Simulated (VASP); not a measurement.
Input of a VASP 6.6.1 run:

File INCAR:

```
ALGO     = Normal         # electronic algorithm
EDIFF    = 1E-6           # SCF threshold, eV
ENCUT    = 500            # plane-wave cutoff, eV
GGA      = PE             # functional
GGA_COMPAT= False        
ISIF     = 2              # what is computed and relaxed
ISMEAR   = -1             # smearing method
LASPH    = True           # aspherical terms in the spheres
LCHARG   = False          # write CHGCAR
LREAL    = False          # projectors in reciprocal space
LWAVE    = False          # write WAVECAR
NBANDS   = 32             # bands
NELM     = 120            # most SCF steps
PREC     = Accurate       # precision mode
SIGMA    = 0.1            # smearing width, eV
```

The input KPOINTS:

```
k-points
0
Gamma
  4 4 4
```

POSCAR

```
YS2
1.0
    0.0000000000      3.9147170000      3.9147170000
    3.9147170000      0.0000000000      3.9147170000
    3.9147170000      3.9147170000      0.0000000000
Y S
2 4
Direct
    0.5000000000      0.5000000000      0.5000000000
    0.7500000000      0.7500000000      0.7500000000
    0.1250000000      0.1250000000      0.1250000000
    0.6250000000      0.1250000000      0.1250000000
    0.1250000000      0.6250000000      0.1250000000
    0.1250000000      0.1250000000      0.6250000000
```

Potentials or basis: VASP PAW PBE potentials, release 64 (Y_sv, S).

Run with:

```bash
$ cat potpaw_PBE.64/Y_sv/POTCAR potpaw_PBE.64/S/POTCAR > POTCAR
$ mpirun -np 1 vasp_std > vasp.out
```

Problem. Estimate the pressure.

Solution. -0.5 GPa.

Problem. Estimate the band gap on the k mesh.

Solution. Zero (bands 23 and 24 overlap by 0.61 eV).
